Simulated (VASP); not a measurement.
The system is Cd3HgTe4.

```
Cd Hg Te
1.0
     6.19108    0.00000    0.00000
     0.00000    6.19108    0.00000
     0.00000    0.00000    6.19108
Cd Hg Te
3 1 4
Direct
  0.00000 0.50000 0.50000
  0.50000 0.00000 0.50000
  0.50000 0.50000 0.00000
  0.00000 0.00000 0.00000
  0.75000 0.75000 0.25000
  0.75000 0.25000 0.75000
  0.25000 0.75000 0.75000
  0.25000 0.25000 0.25000
```

| Item | Value |
| --- | --- |
| Program | VASP 6.6.1 |
| Task | relaxation of cell and atoms |
| Functional | PBE |
| Potentials or basis | VASP PAW PBE potentials, release 64 (Cd, Hg, Te) |
| Cutoff | 500 eV |
| k mesh | 4 × 4 × 4 |
| Occupations | gaussian, width 0.1 eV |
| Spin | no spin polarisation |

At the start: pressure 11.9 GPa; volume 29.66 Å³/atom.

Question: Where does the relaxation end?

Answer: Over 3 steps the energy falls by 205.0 meV/atom and the volume is 36.29 Å³/atom (+22.3 %); space group P-43m (No. 215, to 0.05 Å).

The path:
```
step  energy change (eV)  largest force (eV/Å)  pressure (GPa)  volume (Å³)
   1              0.0000                0.1696           11.91       237.30
   2             -1.3464                0.0137           -2.81       321.39
   3             -1.6401                0.0277            0.07       290.31
```

Final structure:
```
Cd Hg Te
1.0
     6.62150    0.00000    0.00000
     0.00000    6.62150    0.00000
     0.00000    0.00000    6.62150
Cd Hg Te
3 1 4
Cartesian
  0.0000 3.3108 3.3108
  3.3108 0.0000 3.3108
  3.3108 3.3108 0.0000
  0.0000 0.0000 0.0000
  4.9627 4.9627 1.6588
  4.9627 1.6588 4.9627
  1.6588 4.9627 4.9627
  1.6588 1.6588 1.6588
```

Caveat: the volume moved by over 15 % at a fixed basis, so the end points are rough.
